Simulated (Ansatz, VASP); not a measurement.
**Two plane-wave programs on CuO**

INCAR

```
SYSTEM = CuO
PREC = Accurate
ENCUT = 520
EDIFF = 1E-6
ISMEAR = -1
SIGMA = 0.1
LREAL = .False.
LASPH = .True.
NELM = 150
ALGO = Normal
ISIF = 2
LWAVE = .False.
LCHARG = .False.
ISPIN = 2
MAGMOM = 1 0 0 0
LORBIT = 11
LMAXMIX = 4
LDAU = .True.
LDAUTYPE = 2
LDAUL = 2 -1
LDAUU = 4 0
LDAUJ = 0 0
LDAUPRINT = 1
GGA = PE
NBANDS = 29
```

The input KPOINTS:

```
regular mesh
0
Gamma
  7 7 4
  0 0 0
```

File POSCAR:

```
CuO
1.0
    2.3245000000     -1.7191000000      0.0000000000
    2.3245000000      1.7191000000      0.0000000000
   -0.7792200000      0.0000000000      5.1281400000
Cu O
2 2
Direct
    0.0000000000      0.5000000000      0.0000000000
    0.5000000000      0.0000000000      0.5000000000
    0.5830000000      0.4170000000      0.2500000000
    0.4170000000      0.5830000000      0.7500000000
```

Input for Ansatz:

```yaml
crystal:
  lattice:
    - [2.3245, -1.7191, 0.0]
    - [2.3245, 1.7191, 0.0]
    - [-0.77922, 0.0, 5.12814]
  atoms:
    - { symbol: Cu, position: [0.0, 0.5, 0.0], spin: 1.0 }
    - { symbol: Cu, position: [0.5, 0.0, 0.5] }
    - { symbol: O, position: [0.583, 0.417, 0.25] }
    - { symbol: O, position: [0.417, 0.583, 0.75] }
magnetization:
  spin_polarized: true
hamiltonian:
  xc: pbe
  pseudopotentials: { kind: paw }
  hubbard: { sites: [{ species: Cu, l: d, u_eff: 4.0 }] }
basis:
  ecutwfc: 420
kpoints:
  mp_grid: { grid: [7, 7, 4] }
scf:
  occupations: { method: fermi_dirac, width: 0.1 }
  lower_state_search: "off"
output:
  forces: true
  stress: true
```

Alike in both runs: task single point; functional PBE; k mesh 7 × 7 × 4; occupations fermi-dirac, width 0.1 eV; collinear spin; Hubbard terms Cu d U = 4.0 eV.

```csv
,VASP,Ansatz
version,VASP 6.6.1,Ansatz 0.2.0
potentials or method,"VASP PAW PBE potentials, release 64 (Cu, O), cutoff 520 eV","PAW, plane waves, scalar-relativistic"
valence electrons in the cell,34,50
```

```tsv
	VASP	Ansatz	Ansatz less VASP
pressure (GPa)	2.2	5.6	+3.42
traceless stress, the component that is largest in VASP (GPa)	-1.99	-1.38	+0.613
rms of the force components (eV/Å)	0.091	0.094	+0.0031
net moment per atom (μB)	0.00	0.00	0.000
size of the moment on the site where the two differ most (μB)	0.57	0.53	-0.043
```

Site moments also hang on the region over which each program counts them. The programs project onto different local orbitals, so the same U acts differently, and such runs can settle in different states. Atom by atom the forces differ by 0.003 eV/Å (rms over components). VASP's potentials hold 34 valence electrons a cell and Ansatz's 50, so a difference there can come from the potentials and not from the codes. Ansatz's warnings: seeded moment not kept.
